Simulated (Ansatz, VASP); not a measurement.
## Cu in VASP and in Ansatz

INCAR

```
SYSTEM = Cu
ALGO = Fast
EDIFF = 1E-6
ENCUT = 520
ISIF = 2
ISMEAR = 0
LASPH = .True.
LCHARG = .False.
LREAL = .False.
LWAVE = .False.
NBANDS = 12
NELM = 80
PREC = Accurate
SIGMA = 0.15
```

File KPOINTS:

```
k-points
0
Gamma
  22 22 22
  0 0 0
```

File POSCAR:

```
Cu
1.0
   -1.4452500000      1.4452500000      1.2908000000
    1.4452500000     -1.4452500000      1.2908000000
    1.4452500000      1.4452500000     -1.2908000000
Cu
1
Direct
    0.0000000000      0.0000000000      0.0000000000
```

Input for Ansatz:

```yaml
crystal:
  lattice:
    - [-1.44525, 1.44525, 1.2908]
    - [1.44525, -1.44525, 1.2908]
    - [1.44525, 1.44525, -1.2908]
  atoms:
    - { symbol: Cu, position: [0.0, 0.0, 0.0] }
basis:
  ecutwfc: 520.0
kpoints:
  mp_grid: { grid: [22, 22, 22] }
hamiltonian:
  xc: lda
  pseudopotentials: { kind: paw, azcp: { folder: soft_1 } }
scf:
  occupations: { method: gaussian, width: 0.15 }
output:
  forces: true
  stress: true
  eigenvalues: true
```

Alike in both runs: task single point; functional LDA; k mesh 22 × 22 × 22; occupations gaussian, width 0.15 eV; no spin polarisation.

|  | VASP | Ansatz |
| --- | --- | --- |
| version | VASP 6.6.1 | Ansatz 0.2.0 |
| potentials or method | VASP PAW LDA potentials, release 64 (Cu), cutoff 520 eV | scalar-relativistic, plane waves, PAW |
| valence electrons in the cell | 11 | 19 |

|  | VASP | Ansatz | Ansatz less VASP |
| --- | --- | --- | --- |
| gap on the k mesh at the Fermi level (eV) | none | none | - |
| pressure (GPa) | 4.3 | 2.8 | -1.50 |
| traceless stress, the component that is largest in VASP (GPa) | 1.10 | 1.03 | -0.072 |

Ansatz warns that its potentials were made for another functional, while VASP's fit it. LDA's correlation is that of Perdew and Zunger in VASP and of Perdew and Wang (1992) in Ansatz. A gap of «none» marks a metal or a gap that the smearing closes. VASP's potentials hold 11 valence electrons a cell and Ansatz's 19, so a difference there can come from the potentials and not from the codes.
